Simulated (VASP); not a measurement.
# Ti3N3O in VASP: further runs, part 2 of 2

VASP 6.6.1. The steps go on from the part before.

## (4) Single point, PBE

Input file INCAR:

```
SYSTEM = Ti3N3O
PREC = Accurate
ENCUT = 520
EDIFF = 1E-7
ISMEAR = 0
SIGMA = 0.1
LREAL = .FALSE.
LASPH = .TRUE.
NELM = 100
ALGO = Normal
ISIF = 2
LWAVE = .FALSE.
LCHARG = .FALSE.
LDIPOL = .TRUE.
IDIPOL = 3
DIPOL = 0.5 0.5 0.357
GGA = PE
NBANDS = 38
```

Input file KPOINTS:

```
Automatic mesh
0
G
  9 9 1
  0 0 0
```

Input file POSCAR:

```
Ti3N3O
1.0
    3.0028555065      0.0000000000      0.0000000000
   -1.5014277533      2.6005491525      0.0000000000
    0.0000000000      0.0000000000     21.5541471922
N Ti O
3 3 1
Direct
    0.3333333333      0.6666666667      0.1855791354
    0.0000000000      0.0000000000      0.2993308525
    0.6666666667      0.3333333333      0.4147299352
    0.6666666667      0.3333333333      0.2424549940
    0.3333333333      0.6666666667      0.3575097830
    0.0000000000      0.0000000000      0.4776044501
    0.6666666667      0.3333333333      0.5244817443
```

Potentials or basis: VASP PAW PBE potentials, release 64 (N, Ti_sv, O).

Run with:

```
cat potpaw_PBE.64/N/POTCAR potpaw_PBE.64/Ti_sv/POTCAR potpaw_PBE.64/O/POTCAR > POTCAR
mpirun -np 1 vasp_std > vasp.out
```

OUTCAR:

```text
SYSTEM = Ti3N3O
   PREC = Accurate
   ENCUT = 520
   EDIFF = 1E-7
   ISMEAR = 0
   LREAL = .FALSE.
   LASPH = .TRUE.
   NELM = 100
   ISIF = 2
   GGA = PE

 ion  position               nearest neighbor table
   1  0.333  0.667  0.186-   4 2.12   4 2.12   4 2.12
   2  0.000  0.000  0.299-   4 2.12   4 2.12   4 2.12   5 2.14   5 2.14   5 2.14
   3  0.667  0.333  0.415-   5 2.13   5 2.13   5 2.13   6 2.20   6 2.20   6 2.20
   4  0.667  0.333  0.242-   2 2.12   2 2.12   2 2.12   1 2.12   1 2.12   1 2.12
   5  0.333  0.667  0.358-   3 2.13   3 2.13   3 2.13   2 2.14   2 2.14   2 2.14
   6  0.000  0.000  0.478-   7 2.01   7 2.01   7 2.01   3 2.20   3 2.20   3 2.20
   7  0.667  0.333  0.524-   6 2.01   6 2.01   6 2.01

  LATTYP: Found a hexagonal cell.
 ALAT       =     3.0028555065
 C/A-ratio  =     7.1778835663

  Lattice vectors:

 A1 = (   3.0028555065,   0.0000000000,   0.0000000000)
 A2 = (  -1.5014277533,   2.6005491525,   0.0000000000)
 A3 = (   0.0000000000,   0.0000000000,  21.5541471922)

Analysis of symmetry for initial positions (statically):
=====================================================================
 Subroutine PRICEL returns:
 Original cell was already a primitive cell.

 Routine SETGRP: Setting up the symmetry group for a
 hexagonal supercell.

 Subroutine GETGRP returns: Found  6 space group operations
 (whereof  6 operations were pure point group operations)
 out of a pool of 24 trial point group operations.

The static configuration has the point symmetry C_3v.

Analysis of symmetry for dynamics (positions and initial velocities):
=====================================================================
 Subroutine PRICEL returns:
 Original cell was already a primitive cell.

 Routine SETGRP: Setting up the symmetry group for a
 hexagonal supercell.

 Subroutine GETGRP returns: Found  6 space group operations
[... 129 lines left out ...]
   LEPSILON=     F    determine dielectric tensor
   LRPA    =     F    only Hartree local field effects (RPA)
 non-spin polarized calculation
 Gauss-broadening in eV      SIGMA  =   0.10
  energy-cutoff  :      520.00
  volume of cell :      168.32
 maximum number of plane-waves:      4581
 NGX is ok and might be reduce to    24
   NGX = 11   NGY = 11   NGZ = 81

 dipolmoment           0.000000      0.000000      0.011597 electrons x Angstroem

 number of electron      57.0000015 magnetization

 dipolmoment           0.000000      0.000000     -0.067911 electrons x Angstroem

 Free energy of the ion-electron system (eV)
  ---------------------------------------------------
  ext. energy  EPLUGINS =         0.00000000
  ---------------------------------------------------
  free energy    TOTEN  =       -63.74143407 eV

  energy without entropy =      -63.72269422  energy(sigma->0) =      -63.73206414

 E-fermi :  -0.7367     XC(G=0):  -5.7443

 val. band max:       -0.8095775390   @ k =   0.1111   0.0000   0.0000
 cond. band min:      -0.7218710696   @ k =   0.3333   0.2222   0.0000
 fundamental gap:      0.0877064695
 Fermi energy:        -0.7366885874

 k-point     1 :       0.0000    0.0000    0.0000
  band No.  band energies     occupation
      1     -58.5200      2.00000
      2     -58.4864      2.00000
      3     -57.2934      2.00000
      4     -34.9329      2.00000
      5     -34.7033      2.00000
      6     -34.5626      2.00000
[... 481 lines left out ...]
     37       2.5399      0.00000
     38       2.7827      0.00000

------------------------ aborting loop because EDIFF is reached ----------------------------------------

 vacuum level on the upper side and lower side of the slab       (xc-potential included)        -0.901         0.665

  FORCE on cell =-STRESS in cart. coord.  units (eV):
  Direction    XX          YY          ZZ          XY          YZ          ZX
  --------------------------------------------------------------------------------------
  -------------------------------------------------------------------------------------
  Total       -3.5318874     -3.5318874     -4.8760987      0.0000000      0.0000000      0.0000000
  in kB      -33.6191772    -33.6191772    -46.4143986      0.0000000      0.0000000      0.0000000
  external PRESSURE =     -37.8842510 kB  Pullay stress =       0.0000000 kB

 VOLUME and BASIS-vectors are now :
 -----------------------------------------------------------------------------
  energy-cutoff  :      520.00
  volume of cell :      168.32
      direct lattice vectors                 reciprocal lattice vectors
     3.002855506  0.000000000  0.000000000     0.333016357  0.192267083  0.000000000
    -1.501427753  2.600549153  0.000000000     0.000000000  0.384534166  0.000000000
     0.000000000  0.000000000 21.554147192     0.000000000  0.000000000  0.046394784

 POSITION                                       TOTAL-FORCE (eV/Angst)
 -----------------------------------------------------------------------------------
     -0.00000      1.73370      4.00000         0.000000     -0.000000      4.331959
      0.00000      0.00000      6.45182         0.000000      0.000000      1.356394
      1.50143      0.86685      8.93915         0.000000      0.000000     -0.795662
      1.50143      0.86685      5.22591         0.000000     -0.000000     -5.562822
     -0.00000      1.73370      7.70582        -0.000000      0.000000      0.640759
      0.00000      0.00000     10.29436        -0.000000     -0.000000     -0.030314
      1.50143      0.86685     11.30476        -0.000000     -0.000000      0.059685
 -----------------------------------------------------------------------------------
    total drift:                               -0.000000      0.000000     -0.000308

  FREE ENERGIE OF THE ION-ELECTRON SYSTEM (eV)
  ---------------------------------------------------
  free  energy   TOTEN  =       -63.7414340654 eV

  energy  without entropy=      -63.7226942203  energy(sigma->0) =      -63.73206414

 vacuum level on the upper side and lower side of the slab         5.742         7.355
```

OSZICAR:

```text
N       E                     dE             d eps       ncg     rms          rms(c)
DAV:   1     0.785423800773E+03    0.78542E+03   -0.29605E+04   968   0.153E+03
DAV:   2     0.505488121939E+02   -0.73487E+03   -0.71025E+03  1040   0.484E+02
DAV:   3    -0.712122022820E+02   -0.12176E+03   -0.11930E+03  1374   0.182E+02
DAV:   4    -0.828060734621E+02   -0.11594E+02   -0.11575E+02  1456   0.526E+01
[... 25 lines left out ...]
DAV:  30    -0.637414320249E+02   -0.31161E-05   -0.14291E-06   970   0.712E-03    0.103E-03
DAV:  31    -0.637414334860E+02   -0.14611E-05   -0.33344E-07   826   0.326E-03    0.971E-04
DAV:  32    -0.637414338162E+02   -0.33022E-06   -0.38834E-08   636   0.131E-03    0.697E-04
DAV:  33    -0.637414340027E+02   -0.18642E-06   -0.18466E-08   632   0.683E-04    0.584E-04
DAV:  34    -0.637414340654E+02   -0.62706E-07   -0.23089E-08   582   0.961E-04
   1 F= -.63741434E+02 E0= -.63732064E+02  d E =-.187398E-01
```

stdout:

```text
POSCAR found type information on POSCAR N TiO
 POSCAR found :  3 types and       7 ions
 scaLAPACK will be used
 LDA part: xc-table for (Slater+PW92), standard interpolation
 POSCAR, INCAR and KPOINTS ok, starting setup
 FFT: planning ... GRIDC
 FFT: planning ... GRID_SOFT
 FFT: planning ... GRID
 WAVECAR not read
 entering main loop
```

It took 86 s on 1 thread of Intel Xeon 6975P-C (Granite Rapids), shared host; peak memory 0.32 GiB.

Results:

```yaml
Free_energy: -63.7414 eV
Largest_force: 5.563 eV/Å
Band_gap_on_the_k_mesh: zero (an odd number of electrons rules out a gap without spin polarisation)
```

Forces in eV/Å, atoms in the order of the input:
```
N    0.000  0.000  4.332
N    0.000  0.000  1.356
N    0.000  0.000 -0.796
Ti   0.000  0.000 -5.563
Ti   0.000  0.000  0.641
Ti   0.000  0.000 -0.030
O    0.000  0.000  0.060
```

Levels at points of the mesh, in eV from the Fermi level:
| k point | band 26 | band 27 | band 28 | band 29 | band 30 | band 31 |
| --- | --- | --- | --- | --- | --- | --- |
| (0.00, 0.00, 0.00) | -0.70 | -0.17 | -0.17 | 0.51 | 0.51 | 0.99 |

Caveat: an odd number of electrons without spin polarisation forces a metal; a magnetic or distorted state may lie lower.

## (5) Relaxation of the atoms, PBE

Input file INCAR:

```
  ALGO = Normal
  DIPOL = 0.5 0.5 0.354
  EDIFF = 1E-7
  EDIFFG = -0.025
  ENCUT = 520
  GGA = PE
  IBRION = 2
  IDIPOL = 3
  ISIF = 2
  ISMEAR = 0
  LASPH = T
  LCHARG = F
  LDIPOL = T
  LREAL = F
  LWAVE = F
  NELM = 60
  NSW = 50
  PREC = Accurate
  SIGMA = 0.1
```

Input file KPOINTS:

```
k-points
0
Gamma
  9 9 1
```

Input file POSCAR:

```
Ti3N3O
1.0
    3.0028555065      0.0000000000      0.0000000000
   -1.5014277533      2.6005491526      0.0000000000
    0.0000000000      0.0000000000     21.5541471922
N Ti O
3 3 1
Selective dynamics
Direct
    0.3333333333      0.6666666667      0.1855791354  F F F
    0.0000000000      0.0000000000      0.2993308525  F F F
    0.6666666667      0.3333333333      0.4147299352  F F F
    0.6666666667      0.3333333333      0.2424549940  F F F
    0.3333333333      0.6666666667      0.3575097830  F F F
    0.0000000000      0.0000000000      0.4664599858  T T T
    0.6666666667      0.3333333333      0.5109989782  F F T
```

Potentials or basis: VASP PAW PBE potentials, release 64 (N, Ti_sv, O).

Run with:

```
cat potpaw_PBE.64/N/POTCAR potpaw_PBE.64/Ti_sv/POTCAR potpaw_PBE.64/O/POTCAR > POTCAR
mpirun -np 1 vasp_std > vasp.out
```

OUTCAR:

```text
EDIFF = 1E-7
   EDIFFG = -0.025
   ENCUT = 520
   GGA = PE
   IBRION = 2
   ISIF = 2
   ISMEAR = 0
   LASPH = T
   LREAL = F
   NELM = 60
   NSW = 50
   PREC = Accurate

 ion  position               nearest neighbor table
   1  0.333  0.667  0.186-   4 2.12   4 2.12   4 2.12
   2  0.000  0.000  0.299-   4 2.12   4 2.12   4 2.12   5 2.14   5 2.14   5 2.14
   3  0.667  0.333  0.415-   6 2.06   6 2.06   6 2.06   5 2.13   5 2.13   5 2.13
   4  0.667  0.333  0.242-   2 2.12   2 2.12   2 2.12   1 2.12   1 2.12   1 2.12
   5  0.333  0.667  0.358-   3 2.13   3 2.13   3 2.13   2 2.14   2 2.14   2 2.14   6 2.92   6 2.92
                             6 2.92
   6  0.000  0.000  0.466-   7 1.98   7 1.98   7 1.98   3 2.06   3 2.06   3 2.06   5 2.92   5 2.92
                             5 2.92
   7  0.667  0.333  0.511-   6 1.98   6 1.98   6 1.98

  LATTYP: Found a hexagonal cell.
 ALAT       =     3.0028555065
[... 497 lines left out ...]

 val. band max:       -0.8232142205   @ k =   0.1111   0.0000   0.0000
 cond. band min:      -0.7332495172   @ k =   0.3333   0.2222   0.0000
 fundamental gap:      0.0899647033
 Fermi energy:        -0.7495432178

 k-point     1 :       0.0000    0.0000    0.0000
  band No.  band energies     occupation
      1     -58.5328      2.00000
      2     -58.4983      2.00000
      3     -57.3064      2.00000
      4     -34.9448      2.00000
      5     -34.7149      2.00000
      6     -34.5758      2.00000
[... 433 lines left out ...]
     33       0.8858      0.00000
     34       2.1069      0.00000

------------------------ aborting loop because EDIFF is reached ----------------------------------------

 vacuum level on the upper side and lower side of the slab       (xc-potential included)        -0.912         0.591

  FORCE on cell =-STRESS in cart. coord.  units (eV):
  Direction    XX          YY          ZZ          XY          YZ          ZX
  --------------------------------------------------------------------------------------
  -------------------------------------------------------------------------------------
  Total       -3.5665002     -3.5665002     -4.9833581      0.0000000      0.0000000      0.0000000
  in kB      -33.9486489    -33.9486489    -47.4353740      0.0000000      0.0000000      0.0000000
  external PRESSURE =     -38.4442239 kB  Pullay stress =       0.0000000 kB
[... 22 lines left out ...]
  FREE ENERGIE OF THE ION-ELECTRON SYSTEM (eV)
  ---------------------------------------------------
  free  energy   TOTEN  =       -63.7415294601 eV

  energy  without entropy=      -63.7228201572  energy(sigma->0) =      -63.73217481

 reached required accuracy - stopping structural energy minimisation

 vacuum level on the upper side and lower side of the slab         5.716         7.254
```

It took 11 min on 1 thread of AMD EPYC 7R13 (Zen 3), shared host; peak memory 0.3 GiB.

What came out:

- Free energy: -63.7415 eV
- Energy gained by relaxing: 83.3 meV/atom
- Ionic steps: 8
- Band gap on the k mesh: zero (an odd number of electrons rules out a gap without spin polarisation)

The path:
| step | energy change (eV) | largest force on free atoms (eV/Å) | pressure (GPa) |
| --- | --- | --- | --- |
| 1 | 0.0000 | 2.8028 | 0.42 |
| 2 | -0.4001 | 1.4356 | -1.78 |
| 3 | -0.5579 | 1.0380 | -3.99 |
| 4 | -0.5672 | 0.7916 | -3.58 |
| 5 | -0.5832 | 0.0315 | -3.80 |
| 6 | -0.5832 | 0.0266 | -3.80 |
| 7 | -0.5833 | 0.0253 | -3.82 |
| 8 | -0.5833 | 0.0205 | -3.84 |

Final structure:
```xyz
7
Lattice="3.0029 0.0000 0.0000 -1.5014 2.6005 0.0000 0.0000 0.0000 21.5541" Properties=species:S:1:pos:R:3 pbc="T T T"
N     0.0000    1.7337    4.0000
N     0.0000    0.0000    6.4518
N     1.5014    0.8668    8.9391
Ti    1.5014    0.8668    5.2259
Ti    0.0000    1.7337    7.7058
Ti    0.0000    0.0000   10.2945
O     1.5014    0.8668   11.3090
```

Caveat: an odd number of electrons without spin polarisation forces a metal; a magnetic or distorted state may lie lower.

## (6) Overview

| task | cell | atoms held fixed (from 0) | gap on the mesh (eV) | largest force (eV/Å) |
| --- | --- | --- | --- | --- |
| single point | as given, atomic positions A | - | none | 5.28 |
| single point | as given, atomic positions B | - | none | 5.33 |
| single point | as given, atomic positions C | - | none | 5.56 |
| relaxation of the atoms | atoms relaxed, atomic positions D | [0, 3, 1, 4, 2, 6] | none | - |

Alike in all rows: level PBE; potentials or basis VASP PAW PBE potentials, release 64 (N, Ti_sv, O); no spin polarisation; k mesh 9 × 9 × 1; cutoff (eV) 520; smearing gaussian 0.1 eV.

Caveats: an odd number of electrons without spin polarisation forces a metal; a magnetic or distorted state may lie lower.

Absolute energies hang on the potentials; compare differences alone.
